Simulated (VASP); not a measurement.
The system is BP.

```
B P
1.0
     0.00000    2.26500    2.26500
     2.26500    0.00000    2.26500
     2.26500    2.26500    0.00000
B P
1 1
Direct
  0.00000 0.00000 0.00000
  0.25000 0.25000 0.25000
```

```yaml
Program: VASP 6.6.1
Task: relaxation of cell and atoms
Functional: LDA
Potentials_or_basis: VASP PAW LDA potentials, release 64 (B, P)
Cutoff: 500 eV
k_mesh: 4 × 4 × 4
Occupations: gaussian, width 0.01 eV
Spin: no spin polarisation
```

At the start: pressure -3.4 GPa; volume 11.62 Å³/atom.

Q: Where does the relaxation end?

A: Over 3 steps the energy falls by 2.6 meV/atom and the volume is 11.38 Å³/atom (-2.0 %); space group F-43m (No. 216, to 0.05 Å).

Step by step:
```
step  energy change (eV)  largest force (eV/Å)  pressure (GPa)  volume (Å³)
   1              0.0000                0.0000           -3.43        23.24
   2             -0.0020                0.0000            2.82        22.41
   3             -0.0051                0.0000           -0.01        22.77
```

Final structure:
```
B P
1.0
     0.00000    2.24963    2.24963
     2.24963    0.00000    2.24963
     2.24963    2.24963    0.00000
B P
1 1
Direct
  0.00000 0.00000 0.00000
  0.25000 0.25000 0.25000
```

Caveat: the k points lie up to 0.60 Å⁻¹ apart in the final cell.
